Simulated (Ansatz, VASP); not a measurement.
# Two plane-wave programs on Ge

INCAR

```
SYSTEM = Ge
PREC     = Accurate       ! precision mode
ENCUT    = 520            ! plane-wave cutoff, eV
EDIFF    = 1E-6           ! SCF threshold, eV
ISMEAR   = 0              ! smearing method
SIGMA    = 0.15           ! smearing width, eV
LREAL    = .FALSE.        ! projectors in reciprocal space
LASPH    = .TRUE.         ! aspherical terms in the spheres
NELM     = 100            ! most SCF steps
ALGO     = Normal         ! electronic algorithm
ISIF     = 2              ! what is computed and relaxed
LWAVE    = .FALSE.        ! write WAVECAR
LCHARG   = .FALSE.        ! write CHGCAR
GGA      = PS             ! functional
NBANDS   = 21             ! bands
```

File KPOINTS:

```
regular mesh
0
G
  20 20 20
  0 0 0
```

File POSCAR:

```
Ge
1.0
   -2.4210210600      2.5713371100      1.4585012050
    2.4210210600     -2.5713371100      1.4585012050
    2.4210210600      2.5713371100     -1.4585012050
Ge
2
Direct
    0.1859430000      0.9359430000      0.2500000000
    0.8140570000      0.0640570000      0.7500000000
```

Input for Ansatz:

```yaml
crystal:
  lattice:
    - [-2.42102106, 2.57133711, 1.458501205]
    - [2.42102106, -2.57133711, 1.458501205]
    - [2.42102106, 2.57133711, -1.458501205]
  atoms:
    - { symbol: Ge, position: [0.185943, 0.935943, 0.25] }
    - { symbol: Ge, position: [0.814057, 0.064057, 0.75] }
basis:
  ecutwfc: 420
kpoints:
  mp_grid: { grid: [20, 20, 20] }
hamiltonian:
  xc: pbesol
scf:
  occupations: { method: gaussian, width: 0.15 }
output:
  forces: true
  stress: true
  eigenvalues: true
```

Change from the starting cell: strain -0.030 along x and y, +0.015 along z, atoms carried along.

Alike in both runs: task single point; functional PBEsol; k mesh 20 × 20 × 20; occupations gaussian, width 0.15 eV; no spin polarisation.

|  | VASP | Ansatz |
| --- | --- | --- |
| version | VASP 6.6.1 | Ansatz 0.2.0 |
| potentials or method | VASP PAW PBE potentials, release 64 (Ge_d), cutoff 520 eV | scalar-relativistic, plane waves, PAW |
| valence electrons in the cell | 28 | 28 |

|  | VASP | Ansatz | Ansatz less VASP |
| --- | --- | --- | --- |
| gap on the k mesh at the Fermi level (eV) | none | none | - |
| pressure (GPa) | 1.1 | 1.2 | +0.09 |
| traceless stress, the component that is largest in VASP (GPa) | -2.15 | -2.19 | -0.033 |
| rms of the force components (eV/Å) | 0.032 | 0.032 | -0.0006 |

VASP's potentials were made for PBE, not for PBEsol. Atom by atom the forces differ by 0.001 eV/Å (rms over components). A gap of «none» marks a metal or a gap that the smearing closes.
